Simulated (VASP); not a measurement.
Write the native input for VASP 6.6.1 that does the following.

```
Task                   : single point
Functional             : LDA
Potentials or basis    : VASP PAW LDA potentials, release 64 (Al, N)
Cutoff                 : 600 eV
k mesh                 : 12 × 12 × 6
Occupations            : fermi-dirac, width 0.2 eV
Spin                   : no spin polarisation
Dipole correction      : no
Further INCAR settings : ALGO = Normal; EDIFF = 1e-06; NBANDS = 16
```

The structure of AlN lies in POSCAR:

```
AlN
1.0
    3.1168202449      0.0000000000      0.0000000000
   -1.5584101224      2.6992455111      0.0000000000
    0.0000000000      0.0000000000      4.7287771875
Al N
2 2
Direct
    0.3333333333      0.6666666667      0.7500000000
    0.6666666667      0.3333333333      0.2500000000
    0.3333333333      0.6666666667      0.2500000000
    0.6666666667      0.3333333333      0.7500000000
```

This cell differs from its parent crystal: ratio of the length along z to the lengths across it x 1.2, volume and fractional coordinates fixed.

The input as run:

INCAR

```
SYSTEM = AlN
  PREC = Accurate
  ENCUT = 600
  EDIFF = 1E-6
  ISMEAR = -1
  SIGMA = 0.2
  LREAL = .FALSE.
  LASPH = .TRUE.
  NELM = 120
  ALGO = Normal
  ISIF = 2
  LWAVE = .FALSE.
  LCHARG = .TRUE.
  LELF = .TRUE.
  LVHAR = .TRUE.
  NBANDS = 16
  GGA_COMPAT = .FALSE.
```

KPOINTS

```
Automatic mesh
0
G
  12 12 6
  0 0 0
```

Potentials or basis: VASP PAW LDA potentials, release 64 (Al, N).

Command:

```bash
$ cat potpaw_LDA.64/Al/POTCAR potpaw_LDA.64/N/POTCAR > POTCAR
$ mpirun -np 1 vasp_std > vasp.out
```

It gave:

```
Pressure               : 7.6 GPa
Band gap on the k mesh : 3.05 eV, direct
```

Wall time 70 s on 1 thread of Intel Xeon 8259CL, with other jobs on the host, peak memory 0.18 GiB.
